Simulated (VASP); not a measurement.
# SrO (P1) in VASP: notebook

The runs below take SrO through single point, with PBE.

Everything below comes from runs of VASP 6.6.1. Logs are shortened: lines on timing, memory, paths and dates and some standing lists are left out, and cuts for length are marked.

## 1. The cell of the first run

The typed cell holds 2 atoms: a = 3.629 Å, b = 3.629 Å, c = 3.629 Å, α = 60.00°, β = 60.00°, γ = 60.00°.

## 2. Single point, PBE

INCAR reads:

```
PREC = Accurate ; ENCUT = 520
EDIFF = 1E-7 ; ISMEAR = 0
SIGMA = 0.01 ; LREAL = False
LASPH = True ; NELM = 100
ALGO = Normal ; ISIF = 2
LWAVE = False ; LCHARG = False
GGA = PE ; NBANDS = 15
```

KPOINTS reads:

```
Automatic mesh
0
Gamma
  3 3 3
```

POSCAR reads:

```
SrO
1.0
    0.0000000000      2.5663000000      2.5663000000
    2.5663000000      0.0000000000      2.5663000000
    2.5663000000      2.5663000000      0.0000000000
Sr O
1 1
Direct
    0.4824900000      0.5259600000      0.5114800000
    0.0124300000      0.9954900000      0.9936900000
```

Potentials or basis: VASP PAW PBE potentials, release 64 (Sr_sv, O).

Launch:

```
> cat potpaw_PBE.64/Sr_sv/POTCAR potpaw_PBE.64/O/POTCAR > POTCAR
> mpirun -np 1 vasp_std > vasp.out
```

OUTCAR:

```text
PREC = Accurate
   ENCUT = 520
   EDIFF = 1E-7
   ISMEAR = 0
   LREAL = False
   LASPH = True
   NELM = 100
   ISIF = 2
   GGA = PE

 ion  position               nearest neighbor table
   1  0.482  0.526  0.511-   2 2.44   2 2.54   2 2.57   2 2.57   2 2.60   2 2.69
   2  0.012  0.995  0.994-   1 2.44   1 2.54   1 2.57   1 2.57   1 2.60   1 2.69

  LATTYP: Found a face centered cubic cell.
 ALAT       =     5.1326000000

  Lattice vectors:

 A1 = (   0.0000000000,   2.5663000000,   2.5663000000)
 A2 = (   2.5663000000,   0.0000000000,   2.5663000000)
 A3 = (   2.5663000000,   2.5663000000,   0.0000000000)

Analysis of symmetry for initial positions (statically):
=====================================================================
 Subroutine PRICEL returns:
 Original cell was already a primitive cell.

 Routine SETGRP: Setting up the symmetry group for a
 face centered cubic supercell.

 Subroutine GETGRP returns: Found  1 space group operations
 (whereof  1 operations were pure point group operations)
 out of a pool of 48 trial point group operations.

The static configuration has the point symmetry C_1 .

Analysis of symmetry for dynamics (positions and initial velocities):
=====================================================================
 Subroutine PRICEL returns:
 Original cell was already a primitive cell.

 Routine SETGRP: Setting up the symmetry group for a
 face centered cubic supercell.

 Subroutine GETGRP returns: Found  1 space group operations
 (whereof  1 operations were pure point group operations)
 out of a pool of 48 trial point group operations.

The dynamic configuration has the point symmetry C_1 .

 Subroutine INISYM returns: Found  1 space group operations
 (whereof  1 operations are pure point group operations),
 and found     1 'primitive' translations

----------------------------------------------------------------------------------------

                                     Primitive cell

  volume of cell :      33.8028

  direct lattice vectors                    reciprocal lattice vectors
     0.000000000  2.566300000  2.566300000    -0.194833028  0.194833028  0.194833028
     2.566300000  0.000000000  2.566300000     0.194833028 -0.194833028  0.194833028
     2.566300000  2.566300000  0.000000000     0.194833028  0.194833028 -0.194833028

  length of vectors
     3.629296265  3.629296265  3.629296265     0.337460704  0.337460704  0.337460704

  position of ions in fractional coordinates (direct lattice)
     0.482490000  0.525960000  0.511480000
     0.012430000  0.995490000  0.993690000

  ion indices of the primitive-cell ions
   primitive index   ion index
                 1           1
                 2           2

[... 73 lines left out ...]
   EMIN   =  10.00;   EMAX   =-10.00  energy-range for DOS
   EFERMI =   0.00;   METHOD = LEGACY
   ISMEAR =     0;   SIGMA  =   0.01  broadening in eV -4-tet -1-fermi 0-gaus
   EFERMI_NEDOS =   21; number of points for ismear=-14 and -15
   IALGO  =     38    algorithm
   IMIX   =      4    mixing-type and parameters
     AMIX     =   0.40;   BMIX     =  1.00
     AMIX_MAG =   1.60;   BMIX_MAG =  1.00
  volume/ion in A,a.u.               =      16.90       114.06
  Fermi-wavevector in a.u.,A,eV,Ry     =   1.275843  2.410995 22.147245  1.627777
  Thomas-Fermi vector in A             =   2.408533
   LORBIT       =      0    0 simple, 1 ext, 2 COOP (PROOUT), +10 PAW based schemes
   GGA     = PE    functional components
   LHFCALC =     F    Hartree Fock is set to
   AEXX    =    0.0000 exact exchange contribution
   IVDW    =     0    specifies the selected vdW correction
   LEPSILON=     F    determine dielectric tensor
   LRPA    =     F    only Hartree local field effects (RPA)
 non-spin polarized calculation
 Gauss-broadening in eV      SIGMA  =   0.01
  energy-cutoff  :      520.00
  volume of cell :       33.80
 maximum number of plane-waves:       941
   NGX = 13   NGY = 13   NGZ = 13

 number of electron      16.0000002 magnetization

 Free energy of the ion-electron system (eV)
  ---------------------------------------------------
  ext. energy  EPLUGINS =         0.00000000
  ---------------------------------------------------
  free energy    TOTEN  =       -11.99485130 eV

  energy without entropy =      -11.99485130  energy(sigma->0) =      -11.99485130

 E-fermi :   1.7457     XC(G=0): -10.0425

 val. band max:        1.6813016781   @ k =   0.0000   0.0000   0.0000
 cond. band min:       5.4782797355   @ k =   0.0000   0.3333   0.3333
 fundamental gap:      3.7969780574
 Fermi energy:         1.7457321440

 k-point     1 :       0.0000    0.0000    0.0000
  band No.  band energies     occupation
      1     -30.6752      2.00000
      2     -13.4307      2.00000
      3     -12.3075      2.00000
      4     -12.3073      2.00000
      5     -12.2648      2.00000
      6       1.6692      2.00000
      7       1.6695      2.00000
      8       1.6813      2.00000
      9       5.7098      0.00000
     10       7.9195      0.00000
     11       7.9836      0.00000
     12       7.9850      0.00000
     13      10.1016      0.00000
     14      10.1949      0.00000
[... 221 lines left out ...]
      2     -14.4185      2.00000
      3     -13.0106      2.00000
      4     -12.5169      2.00000
      5     -11.6091      2.00000
      6       0.3843      2.00000
      7       0.9048      2.00000
      8       1.2626      2.00000
      9       7.3886      0.00000
     10       8.7731      0.00000
     11      10.8092      0.00000
     12      11.2590      0.00000
     13      13.0378      0.00000
     14      14.5506      0.00000
     15      16.7085      0.00000

------------------------ aborting loop because EDIFF is reached ----------------------------------------

  FORCE on cell =-STRESS in cart. coord.  units (eV):
  Direction    XX          YY          ZZ          XY          YZ          ZX
  --------------------------------------------------------------------------------------
  -------------------------------------------------------------------------------------
  Total        1.1978679      0.8325790      0.8081317      0.0124522      0.0001802     -0.0004775
  in kB       56.7763198     39.4624249     38.3036762      0.5902057      0.0085422     -0.0226328
  external PRESSURE =      44.8474736 kB  Pullay stress =       0.0000000 kB

 VOLUME and BASIS-vectors are now :
 -----------------------------------------------------------------------------
  energy-cutoff  :      520.00
  volume of cell :       33.80
      direct lattice vectors                 reciprocal lattice vectors
     0.000000000  2.566300000  2.566300000    -0.194833028  0.194833028  0.194833028
     2.566300000  0.000000000  2.566300000     0.194833028 -0.194833028  0.194833028
     2.566300000  2.566300000  0.000000000     0.194833028  0.194833028 -0.194833028

 POSITION                                       TOTAL-FORCE (eV/Angst)
 -----------------------------------------------------------------------------------
      2.66238      2.55083      2.58799        -0.280832      0.059837     -0.002581
      5.10483      2.58201      2.58663         0.280832     -0.059837      0.002581
 -----------------------------------------------------------------------------------
    total drift:                               -0.000136      0.000134      0.000007

  FREE ENERGIE OF THE ION-ELECTRON SYSTEM (eV)
  ---------------------------------------------------
  free  energy   TOTEN  =       -11.9948512989 eV

  energy  without entropy=      -11.9948512989  energy(sigma->0) =      -11.99485130
```

OSZICAR:

```text
N       E                     dE             d eps       ncg     rms          rms(c)
DAV:   1     0.583907142490E+02    0.58391E+02   -0.79183E+03   420   0.102E+03
DAV:   2    -0.111523798242E+02   -0.69543E+02   -0.64409E+02   592   0.208E+02
DAV:   3    -0.141925698877E+02   -0.30402E+01   -0.30270E+01   633   0.373E+01
DAV:   4    -0.142309083549E+02   -0.38338E-01   -0.38336E-01   529   0.352E+00
DAV:   5    -0.142313428142E+02   -0.43446E-03   -0.43446E-03   572   0.268E-01    0.170E+01
DAV:   6    -0.121314064320E+02    0.20999E+01   -0.67777E+00   420   0.197E+01    0.198E+01
DAV:   7    -0.120028978500E+02    0.12851E+00   -0.27743E-01   525   0.468E+00    0.116E+01
DAV:   8    -0.119926563538E+02    0.10241E-01   -0.12007E-01   581   0.340E+00    0.501E-01
DAV:   9    -0.119941874898E+02   -0.15311E-02   -0.56529E-03   502   0.498E-01    0.231E-01
DAV:  10    -0.119946924131E+02   -0.50492E-03   -0.51312E-04   553   0.208E-01    0.837E-02
DAV:  11    -0.119948336201E+02   -0.14121E-03   -0.13040E-04   462   0.832E-02    0.279E-02
DAV:  12    -0.119948512209E+02   -0.17601E-04   -0.22005E-05   553   0.348E-02    0.192E-02
DAV:  13    -0.119948513771E+02   -0.15614E-06   -0.91622E-07   476   0.841E-03    0.322E-03
DAV:  14    -0.119948512989E+02    0.78211E-07   -0.14409E-07   552   0.311E-03
   1 F= -.11994851E+02 E0= -.11994851E+02  d E =-.195551E-21
```

Run time: 7.2 s. Hardware: 1 thread of Intel Xeon 6975P-C, shared host; peak memory 0.16 GiB.

What came out:

- Free energy: -11.9949 eV
- Pressure: 4.5 GPa
- Largest force: 0.287 eV/Å
- Band gap on the k mesh: 3.80 eV, indirect (least direct gap 3.91 eV)

Forces in eV/Å, atoms in the order of the input:
```
Sr  -0.281  0.060 -0.003
O    0.281 -0.060  0.003
```

Caveat: the k points lie up to 0.71 Å⁻¹ apart. A k mesh can miss the band edges.

## 3. Single point, PBE

INCAR reads:

```
SYSTEM = SrO
  PREC = Accurate
  ENCUT = 520
  EDIFF = 1E-6
  ISMEAR = 0
  SIGMA = 0.01
  LREAL = .False.
  LASPH = .True.
  NELM = 60
  ALGO = Normal
  ISIF = 2
  LWAVE = .False.
  LCHARG = .False.
  GGA = PE
  NBANDS = 15
```

KPOINTS reads:

```
Automatic mesh
0
Gamma
  3 3 3
  0 0 0
```

POSCAR is that of step 2.

Potentials or basis: VASP PAW PBE potentials, release 64 (Sr_sv, O).

Launch:

```
> cat potpaw_PBE.64/Sr_sv/POTCAR potpaw_PBE.64/O/POTCAR > POTCAR
> mpirun -np 1 vasp_std > vasp.out
```

It took 7.2 s on 1 thread of Intel Xeon 6975P-C, shared host; peak memory 0.16 GiB.

Results (log left out):

```
Free energy            : -11.9949 eV
Pressure               : 4.5 GPa
Largest force          : 0.287 eV/Å
Band gap on the k mesh : 3.80 eV, indirect (least direct gap 3.91 eV)
```

Forces in eV/Å, atoms in the order of the input:
```
Sr  -0.281  0.060 -0.003
O    0.281 -0.060  0.003
```

Stress tensor (GPa, compression positive):
```
5.68 0.06 0.00
0.06 3.95 0.00
0.00 0.00 3.83
```

Levels at points of the mesh, in eV from the valence-band top:
```csv
k point,band 4,band 5,band 6,band 7,band 8,band 9,band 10,band 11,band 12,band 13
"(0.00, 0.00, 0.00)",-13.99,-13.95,-0.01,-0.01,0.00,4.03,6.24,6.30,6.30,8.42
```

Caveat: the k points lie up to 0.71 Å⁻¹ apart.
